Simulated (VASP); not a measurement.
Set up this calculation in VASP 6.6.1, as the native input.

```
Task                   : single point
Functional             : PBEsol
Potentials or basis    : VASP PAW PBE potentials, release 64 (C)
Cutoff                 : 520 eV
k mesh                 : 15 × 15 × 15
Occupations            : gaussian, width 0.05 eV
Spin                   : no spin polarisation
Dipole correction      : no
Further INCAR settings : ALGO = Normal; EDIFF = 1e-07; NBANDS = 11
```

The structure of C lies in POSCAR:

```
C
1.0
    1.2894276638      0.7444514088      3.1796602974
   -1.2894276638      0.7444514088      3.1796602974
    0.0000000000     -1.4889028176      3.1796602974
C
2
Direct
    0.1640000000      0.1640000000      0.1640000000
    0.8360000000      0.8360000000      0.8360000000
```

This cell differs from its parent crystal: strain +0.050 along x and y, -0.050 along z.

The input as run:

INCAR

```
PREC = Accurate
ENCUT = 520
EDIFF = 1E-7
ISMEAR = 0
SIGMA = 0.05
LREAL = F
LASPH = T
NELM = 80
ALGO = Normal
ISIF = 2
LWAVE = F
LCHARG = T
GGA = PS
LELF = T
LVHAR = T
NBANDS = 11
```

KPOINTS

```
Automatic mesh
0
Gamma
  15 15 15
```

Potentials or basis: VASP PAW PBE potentials, release 64 (C).

Run with:

```sh
$ cat potpaw_PBE.64/C/POTCAR > POTCAR
$ mpirun -np 1 vasp_std > vasp.out
```

It gave:

```
Pressure      : -32.8 GPa
Largest force : 0.766 eV/Å
```

Caveat: the cell differs from its parent crystal (strain +0.050 along x and y, -0.050 along z); the cell stands under tension; this functional lacks dispersion, which binds the layers, so the pressure and a relaxed spacing across them are unreliable; the PAW data sets were made with another functional, which shifts forces and pressure a little.

Run time: 2.5 min on 1 thread of Intel Xeon 8259CL, with other jobs on the host, peak memory 0.19 GiB.
